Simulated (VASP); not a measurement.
Write the native input for VASP 6.6.1 that does the following.

| Item | Value |
| --- | --- |
| Task | relaxation of cell and atoms |
| Functional | revPBE |
| Dispersion | D4 |
| Potentials or basis | VASP PAW PBE potentials, release 64 (Hg, Te) |
| Cutoff | 500 eV |
| k mesh | 7 × 7 × 7 |
| Occupations | fermi-dirac, width 0.05 eV |
| Spin | no spin polarisation |
| Dipole correction | no |
| Further INCAR settings | ALGO = Normal; EDIFF = 1e-07; IBRION = 2; EDIFFG = -0.01; NSW = 60; ISIF = 3 |

The structure of HgTe (Coloradoite) lies in POSCAR:

```
HgTe
1.0
    0.0000000000      3.2145000000      3.2145000000
    3.2145000000      0.0000000000      3.2145000000
    3.2145000000      3.2145000000      0.0000000000
Hg Te
1 1
Direct
    0.0000000000      0.0000000000      0.0000000000
    0.7500000000      0.7500000000      0.7500000000
```

The input as run:

INCAR

```
PREC     = Accurate       # precision mode
ENCUT    = 500            # plane-wave cutoff, eV
EDIFF    = 1E-7           # SCF threshold, eV
ISMEAR   = -1             # smearing method
SIGMA    = 0.05           # smearing width, eV
LREAL    = False          # projectors in reciprocal space
LASPH    = True           # aspherical terms in the spheres
NELM     = 120            # most SCF steps
ALGO     = Normal         # electronic algorithm
ISIF     = 3              # what is computed and relaxed
LWAVE    = False          # write WAVECAR
LCHARG   = False          # write CHGCAR
GGA      = RE             # functional
IVDW     = 13             # dispersion correction
IBRION   = 2              # ionic algorithm
NSW      = 60             # ionic steps
EDIFFG   = -0.01          # ionic threshold
GGA_COMPAT= False        
NELMIN   = 4
```

KPOINTS

```
Automatic mesh
0
Gamma
  7 7 7
```

Potentials or basis: VASP PAW PBE potentials, release 64 (Hg, Te).

Command:

```sh
$ cat potpaw_PBE.64/Hg/POTCAR potpaw_PBE.64/Te/POTCAR > POTCAR
$ mpirun -np 1 vasp_std > vasp.out
```

It gave:

- Relaxed volume: 35.02 Å³/atom
- Relaxed cell: a = 4.627 Å, b = 4.627 Å, c = 4.627 Å, α = 60.00°, β = 60.00°, γ = 60.00°
- Space group after relaxing (to 0.05 Å): F-43m (No. 216)
- Energy gained by relaxing: 12.7 meV/atom
- Ionic steps: 3
- Pressure after relaxing: 0.0 GPa
- Band gap on the k mesh: zero (filled and empty bands touch)
- Dispersion energy per atom: -0.581 eV

Caveat: the PAW data sets were made with another functional, which shifts forces and pressure a little; spin-orbit coupling is left out, which moves the levels of the heavy elements; pairwise dispersion overbinds metals, which lowers pressure and volume.

It used 130 s of CPU time on 1 thread of AMD EPYC 7R13 Processor (Zen 3), with other jobs on the host.
